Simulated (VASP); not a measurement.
# SnTe (CsCl type) (Pm-3m) in VASP: a series of runs

The runs below take SnTe (CsCl type) through single point, relaxation of cell and atoms, with PBE.

All numbers are computed with VASP 6.6.1; they aren't measurements. Logs are shortened: lines on timing, memory, paths and dates and some standing lists are left out, and cuts for length are marked.

### 1 The cell of the first run

It takes space group Pm-3m (No. 221, cubic). The conventional cell has a = 3.346 Å, b = 3.346 Å, c = 3.346 Å, α = 90.00°, β = 90.00°, γ = 90.00°. Within 3.8 Å of Sn (site symmetry m-3m) lie 8 Te at 2.90 Å and 6 Sn at 3.35 Å. Within 3.8 Å of Te (site symmetry m-3m) lie 8 Sn at 2.90 Å and 6 Te at 3.35 Å.

### 2 Single point, PBE

Contents of INCAR:

```
PREC = Accurate
ENCUT = 520
EDIFF = 1E-6
ISMEAR = -1
SIGMA = 0.08
LREAL = False
LASPH = True
NELM = 80
ALGO = Normal
ISIF = 2
LWAVE = False
LCHARG = False
GGA = PE
NBANDS = 17
```

Contents of KPOINTS:

```
regular mesh
0
Gamma
  13 13 13
```

Contents of POSCAR:

```
SnTe
1.0
    3.3459735029      0.0000000000      0.0000000000
    0.0000000000      3.3459735029      0.0000000000
    0.0000000000      0.0000000000      3.3459735029
Sn Te
1 1
Direct
    0.0000000000      0.0000000000      0.0000000000
    0.5000000000      0.5000000000      0.5000000000
```

Potentials or basis: VASP PAW PBE potentials, release 64 (Sn_d, Te).

Command:

```sh
> cat potpaw_PBE.64/Sn_d/POTCAR potpaw_PBE.64/Te/POTCAR > POTCAR
> mpirun -np 1 vasp_std > vasp.out
```

OUTCAR:

```text
PREC = Accurate
   ENCUT = 520
   EDIFF = 1E-6
   ISMEAR = -1
   LREAL = False
   LASPH = True
   NELM = 80
   ISIF = 2
   GGA = PE

 ion  position               nearest neighbor table
   1  0.000  0.000  0.000-   2 2.90   2 2.90   2 2.90   2 2.90   2 2.90   2 2.90   2 2.90   2 2.90

   2  0.500  0.500  0.500-   1 2.90   1 2.90   1 2.90   1 2.90   1 2.90   1 2.90   1 2.90   1 2.90

  LATTYP: Found a simple cubic cell.
 ALAT       =     3.3459735029

  Lattice vectors:

 A1 = (   3.3459735029,   0.0000000000,   0.0000000000)
 A2 = (   0.0000000000,   3.3459735029,   0.0000000000)
 A3 = (   0.0000000000,   0.0000000000,   3.3459735029)

Analysis of symmetry for initial positions (statically):
=====================================================================
 Subroutine PRICEL returns:
 Original cell was already a primitive cell.

 Routine SETGRP: Setting up the symmetry group for a
 simple cubic supercell.

 Subroutine GETGRP returns: Found 48 space group operations
 (whereof 48 operations were pure point group operations)
 out of a pool of 48 trial point group operations.

The static configuration has the point symmetry O_h .

Analysis of symmetry for dynamics (positions and initial velocities):
=====================================================================
 Subroutine PRICEL returns:
 Original cell was already a primitive cell.

 Routine SETGRP: Setting up the symmetry group for a
 simple cubic supercell.

 Subroutine GETGRP returns: Found 48 space group operations
 (whereof 48 operations were pure point group operations)
 out of a pool of 48 trial point group operations.

The dynamic configuration has the point symmetry O_h .

 Subroutine INISYM returns: Found 48 space group operations
 (whereof 48 operations are pure point group operations),
 and found     1 'primitive' translations

----------------------------------------------------------------------------------------

                                     Primitive cell

  volume of cell :      37.4600

  direct lattice vectors                    reciprocal lattice vectors
     3.345973503  0.000000000  0.000000000     0.298866682  0.000000000  0.000000000
[... 74 lines left out ...]
   NGX,Y,Z   is equivalent  to a cutoff of  13.91, 13.91, 13.91 a.u.
   NGXF,Y,Z  is equivalent  to a cutoff of  27.82, 27.82, 27.82 a.u.
 SYSTEM =  unknown system
   PREC   = accura    normal or accurate (medium, high low for compatibility)
   ISTART =      0    job   : 0-new  1-cont  2-samecut
   ICHARG =      2    charge: 1-file 2-atom 10-const
   ISPIN  =      1    spin polarized calculation?
   LNONCOLLINEAR =      F non collinear calculations
   LSORBIT =      F    spin-orbit coupling
   LASPH  =      T    aspherical Exc in radial PAW
   ENCUT  =  520.0 eV  38.22 Ry    6.18 a.u.   6.22  6.22  6.22*2*pi/ulx,y,z
   NELM   =     80;   NELMIN=  2; NELMDL= -5     # of ELM steps
   EDIFF  = 0.1E-05   stopping-criterion for ELM
   LREAL  =      F    real-space projection
   EDIFFG = 0.1E-04   stopping-criterion for IOM
   NSW    =      0    number of steps for IOM
   IBRION =     -1    ionic relax: 0-MD 1-quasi-New 2-CG
   NFREE  =      0    steps in history (QN), initial steepest desc. (CG)
   ISIF   =      2    stress and relaxation
   ISYM   =      2    0-nonsym 1-usesym 2-fastsym
   POTIM  = 0.5000    time-step for ionic-motion
   TEBEG  =    0.0;   TEEND  =   0.0 temperature during run
   PSTRESS=    0.0 pullay stress
   NELECT =      20.0000    total number of electrons
   NUPDOWN=      -1.0000    fix difference up-down
   EMIN   =  10.00;   EMAX   =-10.00  energy-range for DOS
   EFERMI =   0.00;   METHOD = LEGACY
   ISMEAR =    -1;   SIGMA  =   0.08  broadening in eV -4-tet -1-fermi 0-gaus
   EFERMI_NEDOS =   21; number of points for ismear=-14 and -15
   IALGO  =     38    algorithm
   IMIX   =      4    mixing-type and parameters
     AMIX     =   0.40;   BMIX     =  1.00
     AMIX_MAG =   1.60;   BMIX_MAG =  1.00
  volume/ion in A,a.u.               =      18.73       126.40
  Fermi-wavevector in a.u.,A,eV,Ry     =   1.328095  2.509735 23.998434  1.763835
  Thomas-Fermi vector in A             =   2.457358
   LORBIT       =      0    0 simple, 1 ext, 2 COOP (PROOUT), +10 PAW based schemes
   GGA     = PE    functional components
   LHFCALC =     F    Hartree Fock is set to
   AEXX    =    0.0000 exact exchange contribution
   IVDW    =     0    specifies the selected vdW correction
   LEPSILON=     F    determine dielectric tensor
   LRPA    =     F    only Hartree local field effects (RPA)
 non-spin polarized calculation
  energy-cutoff  :      520.00
  volume of cell :       37.46
 maximum number of plane-waves:      1021
 NGX is ok and might be reduce to    28
   NGX = 13   NGY = 13   NGZ = 13

 number of electron      20.0000005 magnetization

 Free energy of the ion-electron system (eV)
  ---------------------------------------------------
  ext. energy  EPLUGINS =         0.00000000
  ---------------------------------------------------
  free energy    TOTEN  =        -4.73938242 eV

  energy without entropy =       -4.71879751  energy(sigma->0) =       -4.72908996

 E-fermi :  14.1969     XC(G=0): -12.1296

 val. band max:       14.1845290037   @ k =   0.3846   0.3846   0.2308
 cond. band min:      14.2517779845   @ k =   0.4615   0.4615   0.0769
 fundamental gap:      0.0672489808
 Fermi energy:        14.1969076578

 k-point     1 :       0.0000    0.0000    0.0000
  band No.  band energies     occupation
      1      -7.9059      2.00000
      2      -7.9059      2.00000
      3      -7.7328      2.00000
      4      -7.7328      2.00000
      5      -7.7328      2.00000
      6      -2.4107      2.00000
[... 457 lines left out ...]
      4      -7.7686      2.00000
      5      -7.6996      2.00000
      6       0.7553      2.00000
[... 9 lines left out ...]
     16      24.6951      0.00000
     17      25.0302      0.00000

 [... further k-points ...]
[... 5 lines left out ...]
  --------------------------------------------------------------------------------------
  -------------------------------------------------------------------------------------
  Total       12.8812043     12.8812043     12.8812043      0.0000000      0.0000000      0.0000000
  in kB      550.9339773    550.9339773    550.9339773      0.0000000      0.0000000      0.0000000
  external PRESSURE =     550.9339773 kB  Pullay stress =       0.0000000 kB

 VOLUME and BASIS-vectors are now :
 -----------------------------------------------------------------------------
  energy-cutoff  :      520.00
  volume of cell :       37.46
      direct lattice vectors                 reciprocal lattice vectors
     3.345973503  0.000000000  0.000000000     0.298866682  0.000000000  0.000000000
     0.000000000  3.345973503  0.000000000     0.000000000  0.298866682  0.000000000
     0.000000000  0.000000000  3.345973503     0.000000000  0.000000000  0.298866682

 POSITION                                       TOTAL-FORCE (eV/Angst)
 -----------------------------------------------------------------------------------
      0.00000      0.00000      0.00000         0.000000      0.000000      0.000000
      1.67299      1.67299      1.67299         0.000000      0.000000      0.000000
 -----------------------------------------------------------------------------------
    total drift:                               -0.000000     -0.000000     -0.000000

  FREE ENERGIE OF THE ION-ELECTRON SYSTEM (eV)
  ---------------------------------------------------
  free  energy   TOTEN  =        -4.7393824160 eV

  energy  without entropy=       -4.7187975059  energy(sigma->0) =       -4.72908996
```

stdout:

```text
POSCAR found type information on POSCAR SnTe
 POSCAR found :  2 types and       2 ions
 scaLAPACK will be used
 LDA part: xc-table for (Slater+PW92), standard interpolation
 POSCAR, INCAR and KPOINTS ok, starting setup
 FFT: planning ... GRIDC
 FFT: planning ... GRID_SOFT
 FFT: planning ... GRID
 WAVECAR not read
 entering main loop
```

Wall time 20 s (1 thread of Intel Xeon 6975P-C (Granite Rapids), shared host); peak memory 0.19 GiB.

What came out:

- Free energy: -4.7394 eV
- Pressure: 55.1 GPa
- Band gap on the k mesh: zero (bands 10 and 11 overlap by 5.09 eV)

Caveat: the cell stands under pressure; spin-orbit coupling is left out, which moves the levels of the heavy elements.

### 3 Relaxation of cell and atoms, PBE, target pressure 55 GPa, at which the enthalpy is minimised

Contents of INCAR:

```
PREC     = Accurate       # precision mode
ENCUT    = 600            # plane-wave cutoff, eV
EDIFF    = 1E-6           # SCF threshold, eV
ISMEAR   = -1             # smearing method
SIGMA    = 0.08           # smearing width, eV
LREAL    = F              # projectors in reciprocal space
LASPH    = T              # aspherical terms in the spheres
NELM     = 80             # most SCF steps
ALGO     = Normal         # electronic algorithm
ISIF     = 3              # what is computed and relaxed
LWAVE    = F              # write WAVECAR
LCHARG   = F              # write CHGCAR
GGA      = PE             # functional
IBRION   = 2              # ionic algorithm
NSW      = 32             # ionic steps
EDIFFG   = -0.005         # ionic threshold
PSTRESS  = 550.0
```

Contents of KPOINTS:

```
Automatic mesh
0
Gamma
  13 13 13
```

POSCAR is that of step 2.

Potentials or basis: VASP PAW PBE potentials, release 64 (Sn_d, Te).

Command:

```sh
> cat potpaw_PBE.64/Sn_d/POTCAR potpaw_PBE.64/Te/POTCAR > POTCAR
> mpirun -np 1 vasp_std > vasp.out
```

Run time: 45 s. Hardware: 1 thread of Intel Xeon 6975P-C (Granite Rapids), shared host; peak memory 0.2 GiB.

Results (log left out):

```yaml
Free_energy: -4.7475 eV
Relaxed_volume: 18.74 Å³/atom
Relaxed_cell: a = 3.347 Å, b = 3.347 Å, c = 3.347 Å, α = 90.00°, β = 90.00°, γ = 90.00°
Space_group_after_relaxing_to_0.1_Å: Pm-3m (No. 221)
Energy_change_on_relaxing_the_run_minimises_the_enthalpy: -4.0 meV/atom
Ionic_steps: 5
Pressure_after_relaxing: 55.0 GPa
Band_gap_on_the_k_mesh: zero (bands 10 and 11 overlap by 5.08 eV)
```

Step by step:
```
step  energy change (eV)  largest force (eV/Å)  pressure (GPa)  volume (Å³)
   1              0.0000                0.0000           55.13        37.46
   2             -0.0276                0.0000           54.58        37.54
   3             -0.0058                0.0000           55.10        37.48
   4             -0.0099                0.0000           54.91        37.49
   5             -0.0080                0.0000           54.99        37.48
```

Final structure:
```
Sn Te
1.0
     3.34666    0.00000    0.00000
     0.00000    3.34666    0.00000
     0.00000    0.00000    3.34666
Sn Te
1 1
Direct
  0.00000 0.00000 0.00000
  0.50000 0.50000 0.50000
```

Levels at points of the mesh, in eV from the Fermi level:
```
           k point  band 8  band 9  band 10  band 11  band 12  band 13
(0.00, 0.00, 0.00)   -3.18   -3.18    -3.18     2.32     2.32     9.20
```

Caveat: the cell is relaxed towards a set pressure, so the run minimises the enthalpy, not the energy; spin-orbit coupling is left out, which moves the levels of the heavy elements.

### 4 Relaxation of cell and atoms, PBE, target pressure 55 GPa, at which the enthalpy is minimised

This run uses another cell than the first one, of 19.83 Å³/atom.

Contents of INCAR:

```
SYSTEM = SnTe
PREC     = Accurate       ! precision mode
ENCUT    = 600            ! plane-wave cutoff, eV
EDIFF    = 1E-6           ! SCF threshold, eV
ISMEAR   = -1             ! smearing method
SIGMA    = 0.08           ! smearing width, eV
LREAL    = .FALSE.        ! projectors in reciprocal space
LASPH    = .TRUE.         ! aspherical terms in the spheres
NELM     = 100            ! most SCF steps
ALGO     = Normal         ! electronic algorithm
ISIF     = 3              ! what is computed and relaxed
LWAVE    = .FALSE.        ! write WAVECAR
LCHARG   = .FALSE.        ! write CHGCAR
GGA      = PE             ! functional
IBRION   = 2              ! ionic algorithm
NSW      = 60             ! ionic steps
EDIFFG   = -0.005         ! ionic threshold
PSTRESS  = 550.0
```

Contents of KPOINTS:

```
regular mesh
0
G
  13 13 13
  0 0 0
```

Contents of POSCAR:

```
SnTe
1.0
    3.4104680904      0.0000000000      0.0000000000
    0.0000000000      3.4104680904      0.0000000000
    0.0000000000      0.0000000000      3.4104680904
Sn Te
1 1
Direct
    0.0000000000      0.0000000000      0.0000000000
    0.5000000000      0.5000000000      0.5000000000
```

Potentials or basis: VASP PAW PBE potentials, release 64 (Sn_d, Te).

Command:

```sh
> cat potpaw_PBE.64/Sn_d/POTCAR potpaw_PBE.64/Te/POTCAR > POTCAR
> mpirun -np 1 vasp_std > vasp.out
```

OUTCAR:

```text
SYSTEM = SnTe
   PREC = Accurate
   ENCUT = 600
   EDIFF = 1E-6
   ISMEAR = -1
   LREAL = .FALSE.
   LASPH = .TRUE.
   NELM = 100
   ISIF = 3
   GGA = PE
   IBRION = 2
   NSW = 60
   EDIFFG = -0.005
   PSTRESS = 550.0

 ion  position               nearest neighbor table
   1  0.000  0.000  0.000-   2 2.95   2 2.95   2 2.95   2 2.95   2 2.95   2 2.95   2 2.95   2 2.95

   2  0.500  0.500  0.500-   1 2.95   1 2.95   1 2.95   1 2.95   1 2.95   1 2.95   1 2.95   1 2.95

  LATTYP: Found a simple cubic cell.
 ALAT       =     3.4104680904

  Lattice vectors:

 A1 = (   3.4104680904,   0.0000000000,   0.0000000000)
 A2 = (   0.0000000000,   3.4104680904,   0.0000000000)
 A3 = (   0.0000000000,   0.0000000000,   3.4104680904)

Analysis of symmetry for initial positions (statically):
=====================================================================
 Subroutine PRICEL returns:
 Original cell was already a primitive cell.

 Routine SETGRP: Setting up the symmetry group for a
[... 413 lines left out ...]

 k-point     1 :       0.0000    0.0000    0.0000
  band No.  band energies     occupation
      1      -7.9151      2.00000
      2      -7.9151      2.00000
      3      -7.7423      2.00000
      4      -7.7423      2.00000
      5      -7.7423      2.00000
      6      -2.4153      2.00000
      7      10.9116      2.00000
      8      11.0053      2.00000
      9      11.0053      2.00000
     10      11.0053      2.00000
     11      16.5083      0.00000
     12      16.5083      0.00000
     13      23.3835      0.00000
     14      23.3835      0.00000
[... 377 lines left out ...]
      1      -7.8955      2.00000
      2      -7.8450      2.00000
      3      -7.7938      2.00000
      4      -7.7781      2.00000
      5      -7.7092      2.00000
      6       0.7482      2.00000
      7       4.8970      2.00000
      8       7.2431      2.00000
      9      10.8311      2.00000
     10      14.0591      1.65758
     11      17.1525      0.00000
     12      18.2176      0.00000
     13      19.5074      0.00000
     14      22.5003      0.00000

 [... further k-points ...]
[... 5 lines left out ...]
  --------------------------------------------------------------------------------------
  -------------------------------------------------------------------------------------
  Total       12.8752837     12.8752837     12.8752837     -0.0000000     -0.0000000     -0.0000000
  in kB      550.3496145    550.3496145    550.3496145     -0.0000000     -0.0000000     -0.0000000
  external PRESSURE =       0.3496145 kB  Pullay stress =     550.0000000 kB
[... 21 lines left out ...]
  energy  without entropy=       -4.7269417092  energy(sigma->0) =       -4.73723591

  enthalpy is  TOTEN    =         8.1195744816 eV   P V=       12.8671045919

 reached required accuracy - stopping structural energy minimisation
```

CONTCAR:

```text
SnTe
   1.00000000000000
     3.3466444473672379    0.0000000000000000    0.0000000000000000
    -0.0000000000000000    3.3466444473672379    0.0000000000000000
     0.0000000000000000   -0.0000000000000000    3.3466444473672379
  Sn              Te
     1     1
Direct
     0.0000000000000000    0.0000000000000000    0.0000000000000000
     0.5000000000000000    0.5000000000000000    0.5000000000000000

  0.00000000E+00  0.00000000E+00  0.00000000E+00
  0.00000000E+00  0.00000000E+00  0.00000000E+00
```

Wall time 80 s (1 thread of Intel Xeon 6975P-C (Granite Rapids), shared host); peak memory 0.21 GiB.

What came out:

| Property | Result |
| --- | --- |
| Free energy | -4.7475 eV |
| Relaxed volume | 18.74 Å³/atom |
| Relaxed cell | a = 3.347 Å, b = 3.347 Å, c = 3.347 Å, α = 90.00°, β = 90.00°, γ = 90.00° |
| Space group after relaxing (to 0.1 Å) | Pm-3m (No. 221) |
| Energy change on relaxing (the run minimises the enthalpy) | +328.3 meV/atom |
| Ionic steps | 7 |
| Pressure after relaxing | 55.0 GPa |
| Band gap on the k mesh | zero (bands 10 and 11 overlap by 5.08 eV) |

The path:
| step | energy change (eV) | largest force (eV/Å) | pressure (GPa) | volume (Å³) |
| --- | --- | --- | --- | --- |
| 1 | 0.0000 | 0.0000 | 41.85 | 39.67 |
| 2 | 4.0636 | 0.0000 | 124.09 | 31.04 |
| 3 | 0.6008 | 0.0000 | 53.93 | 37.65 |
| 4 | 0.6446 | 0.0000 | 54.74 | 37.52 |
| 5 | 0.6591 | 0.0000 | 55.09 | 37.48 |
| 6 | 0.6430 | 0.0000 | 54.72 | 37.52 |
| 7 | 0.6566 | 0.0000 | 55.03 | 37.48 |

Final structure:
```
Sn Te
1.0
     3.34664    0.00000    0.00000
     0.00000    3.34664    0.00000
     0.00000    0.00000    3.34664
Sn Te
1 1
Direct
  0.00000 0.00000 0.00000
  0.50000 0.50000 0.50000
```

Levels at points of the mesh, in eV from the Fermi level:
| k point | band 6 | band 7 | band 8 | band 9 | band 10 | band 11 | band 12 | band 13 | band 14 |
| --- | --- | --- | --- | --- | --- | --- | --- | --- | --- |
| (0.00, 0.00, 0.00) | -16.60 | -3.27 | -3.18 | -3.18 | -3.18 | 2.32 | 2.32 | 9.20 | 9.20 |

Caveat: the cell is relaxed towards a set pressure, so the run minimises the enthalpy, not the energy; spin-orbit coupling is left out, which moves the levels of the heavy elements.

### 5 Summary

| task | cell | cutoff (eV) | gap on the mesh (eV) | pressure (GPa) |
| --- | --- | --- | --- | --- |
| single point | a = 3.346 Å, 2 atoms | 520 | none | 55.1 |
| relaxation of cell and atoms | relaxed to 55 GPa from a = 3.346 Å, 2 atoms | 600 | none | 55.0 |
| relaxation of cell and atoms | relaxed to 55 GPa from a = 3.410 Å, 2 atoms | 600 | none | 55.0 |

Alike in all rows: level PBE; potentials or basis VASP PAW PBE potentials, release 64 (Sn_d, Te); no spin polarisation; k mesh 13 × 13 × 13; smearing fermi-dirac 0.08 eV.

Caveats: spin-orbit coupling is left out, which moves the levels of the heavy elements; the cell is relaxed towards a set pressure, so the run minimises the enthalpy, not the energy (at least some runs); the cell stands under pressure (at least some runs).

Absolute energies hang on the potentials; compare differences alone.
